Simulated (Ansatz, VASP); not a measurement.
**Be2C: VASP beside Ansatz**

```
Be C
1.0
     0.00000    2.16500    2.16500
     2.16500    0.00000    2.16500
     2.16500    2.16500    0.00000
Be C
2 1
Direct
  0.25000 0.25000 0.25000
  0.75000 0.75000 0.75000
  0.00000 0.00000 0.00000
```

Alike in both runs: task single point; functional PBE; k mesh 14 × 14 × 14; no spin polarisation.

|  | VASP | Ansatz |
| --- | --- | --- |
| version | VASP 6.6.1 | Ansatz 0.2.0 |
| potentials or method | VASP PAW PBE potentials, release 64 (Be, C), cutoff 600 eV | all-electron LAPW, scalar-relativistic |
| occupations | methfessel-paxton of order 1, width 0.15 eV | cold, width 0.15 eV |

|  | VASP | Ansatz | Ansatz less VASP |
| --- | --- | --- | --- |
| gap on the k mesh at the Fermi level (eV) | 1.16 | 1.17 | +0.011 |
| pressure (GPa) | 0.0 | -0.3 | -0.36 |

Ansatz ran all-electron here, and VASP with PAW potentials.
